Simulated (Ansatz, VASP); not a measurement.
**Ru: VASP beside Ansatz**

Contents of INCAR:

```
SYSTEM = Ru
  PREC = Accurate
  ENCUT = 600
  EDIFF = 1E-7
  ISMEAR = 0
  SIGMA = 0.1
  LREAL = .FALSE.
  LASPH = .TRUE.
  NELM = 100
  ALGO = Normal
  ISIF = 3
  LWAVE = .FALSE.
  LCHARG = .FALSE.
  GGA = PS
  IBRION = 2
  NSW = 90
  EDIFFG = -0.04
```

The input KPOINTS:

```
Automatic mesh
0
G
  6 6 4
  0 0 0
```

File POSCAR:

```
Ru
1.0
    2.5175805745     -1.6639281674      0.0000000000
    2.5175805745      1.6639281674      0.0000000000
    0.0000000000      0.0000000000      6.7875776757
Ru
4
Direct
    0.8500000000      0.1500000000      0.1170000000
    0.6500000000      0.3500000000      0.6170000000
    0.1500000000      0.8500000000      0.8830000000
    0.3500000000      0.6500000000      0.3830000000
```

Input for Ansatz:

```yaml
crystal:
  lattice:
    - [2.5175805745, -1.6639281674, 0.0]
    - [2.5175805745, 1.6639281674, 0.0]
    - [0.0, 0.0, 6.7875776757]
  atoms:
    - { symbol: Ru, position: [0.85, 0.15, 0.117] }
    - { symbol: Ru, position: [0.65, 0.35, 0.617] }
    - { symbol: Ru, position: [0.15, 0.85, 0.883] }
    - { symbol: Ru, position: [0.35, 0.65, 0.383] }
basis:
  ecutwfc: 420
kpoints:
  mp_grid: { grid: [6, 6, 4] }
hamiltonian:
  xc: pbesol
scf:
  occupations: { method: gaussian, width: 0.1 }
  lower_state_search: "off"
output:
  forces: true
  stress: true
  eigenvalues: true
relax:
  adjacent_minimum: "off"
  f_tol: 0.04
  max_steps: 70
  cell: { stress_tol: 0.4 }
```

Alike in both runs: task relaxation of cell and atoms; functional PBEsol; k mesh 6 × 6 × 4; occupations gaussian, width 0.1 eV; no spin polarisation.

|  | VASP | Ansatz |
| --- | --- | --- |
| version | VASP 6.6.1 | Ansatz 0.2.0 |
| potentials or method | VASP PAW PBE potentials, release 64 (Ru_pv), cutoff 600 eV | scalar-relativistic, plane waves, PAW |
| valence electrons in the cell | 56 | 64 |

```tsv
	VASP	Ansatz	Ansatz less VASP
gap on the k mesh at the Fermi level, each at its own relaxed structure (eV)	none	none	-
relaxed volume (Å³/atom)	13.40	13.40	+0.001
relaxed length of the cell vector where the two differ most in proportion (Å)	7.486	7.484	-0.0026
```

VASP's potentials were made for PBE, not for PBEsol. A gap of «none» marks a metal or a gap that the smearing closes. VASP's potentials hold 56 valence electrons a cell and Ansatz's 64, so a difference there can come from the potentials and not from the codes.

The k mesh is coarse, so the values compare programs but aren't converged.
